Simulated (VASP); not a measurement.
Pt: single point with PBE

Pt:

```
Pt
1.0
     0.00000    1.99462    1.99462
     1.99462    0.00000    1.99462
     1.99462    1.99462    0.00000
Pt
1
Cartesian
  0.0000 0.0000 0.0000
```

```
Program                : VASP 6.6.1
Task                   : single point
Functional             : PBE
Potentials or basis    : VASP PAW PBE potentials, release 64 (Pt)
Cutoff                 : 520 eV
k mesh                 : 18 × 18 × 18
Occupations            : methfessel-paxton, width 0.05 eV
Spin                   : no spin polarisation
Dipole correction      : no
Further INCAR settings : ALGO = Normal; EDIFF = 1e-07; NBANDS = 11
```

```
Pressure               : -4.0 GPa
Band gap on the k mesh : zero (band 5 reaches 10.75 eV, above the bottom of band 6 at 8.71 eV)
```

Levels at points of the mesh, in eV from the Fermi level:
```csv
k point,band 3,band 4,band 5,band 6,band 7,band 8
"(0.00, 0.00, 0.00)",-3.49,-3.49,-1.51,-1.51,14.77,19.45
"(0.50, 0.00, 0.00)",-3.54,-0.27,0.02,0.02,5.46,14.32
"(0.50, 0.50, 0.00)",-0.01,0.44,0.44,1.88,8.34,11.23
```

It took 51 s on 1 thread of AMD EPYC 7R13, on a shared host, peak memory 0.14 GiB.

Caveat: spin-orbit coupling is left out, which moves the levels of the heavy elements.
